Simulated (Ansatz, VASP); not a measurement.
## Two plane-wave programs on TaN

POSCAR

```
TaN
1.0
    2.9361543272      0.0000000000      0.0000000000
   -1.4680771636      2.5427842368      0.0000000000
    0.0000000000      0.0000000000      2.8846185526
Ta N
1 1
Direct
    0.3333333333      0.6666666667      0.5000000000
    0.0000000000      0.0000000000      0.0000000000
```

Contents of INCAR.step1:

```
ALGO     = Normal         # electronic algorithm
EDIFF    = 1E-4           # SCF threshold, eV
ENCUT    = 520            # plane-wave cutoff, eV
GGA      = PE             # functional
ISMEAR   = 0              # smearing method
LASPH    = T              # aspherical terms in the spheres
LCHARG   = F              # write CHGCAR
LREAL    = F              # projectors in reciprocal space
LWAVE    = T              # write WAVECAR
NBANDS   = 15             # bands
NELM     = 100            # most SCF steps
PREC     = Accurate       # precision mode
SIGMA    = 0.15           # smearing width, eV
```

INCAR.step2

```
ALGO     = Normal         # electronic algorithm
EDIFF    = 1E-6           # SCF threshold, eV
ENCUT    = 520            # plane-wave cutoff, eV
ISIF     = 2              # what is computed and relaxed
ISMEAR   = 0              # smearing method
ISTART   = 1            
LASPH    = T              # aspherical terms in the spheres
LCHARG   = F              # write CHGCAR
LMIXTAU  = T            
LREAL    = F              # projectors in reciprocal space
LWAVE    = F              # write WAVECAR
METAGGA  = R2SCAN         # meta-GGA
NBANDS   = 15             # bands
NELM     = 100            # most SCF steps
PREC     = Accurate       # precision mode
SIGMA    = 0.15           # smearing width, eV
```

Contents of KPOINTS:

```
k-points
0
Gamma
  12 12 12
```

Input for Ansatz:

```yaml
crystal:
  lattice:
    - [2.9361543272, 0.0, 0.0]
    - [-1.4680771636, 2.5427842368, 0.0]
    - [0.0, 0.0, 2.8846185526]
  atoms:
    - { symbol: Ta, position: [0.3333333333, 0.6666666667, 0.5] }
    - { symbol: "N", position: [0.0, 0.0, 0.0] }
basis:
  ecutwfc: 500
kpoints:
  mp_grid: { grid: [12, 12, 12] }
hamiltonian:
  xc: r2scan
scf:
  occupations: { method: gaussian, width: 0.15 }
output:
  forces: true
  stress: true
  eigenvalues: true
  write_density: true
  write_potential: true
  elf: true
  volumetric_format: npy
```

Alike in both runs: task single point; functional r2SCAN; k mesh 12 × 12 × 12; occupations gaussian, width 0.15 eV; no spin polarisation.

```csv
,VASP,Ansatz
version,VASP 6.6.1,Ansatz 0.2.0
potentials or method,"VASP PAW PBE potentials, release 64 (Ta_pv, N), cutoff 520 eV","scalar-relativistic, plane waves, PAW"
valence electrons in the cell,16,18
```

```csv
,VASP,Ansatz,Ansatz less VASP
gap on the k mesh at the Fermi level (eV),none,none,-
pressure (GPa),1.6,0.0,-1.63
"traceless stress, the component that is largest in VASP (GPa)",0.18,0.01,-0.161
```

VASP's potentials were made for PBE, not for r2SCAN. A gap of «none» marks a metal or a gap that the smearing closes. VASP's potentials hold 16 valence electrons a cell and Ansatz's 18, so a difference there can come from the potentials and not from the codes.

Spin-orbit coupling is off throughout.
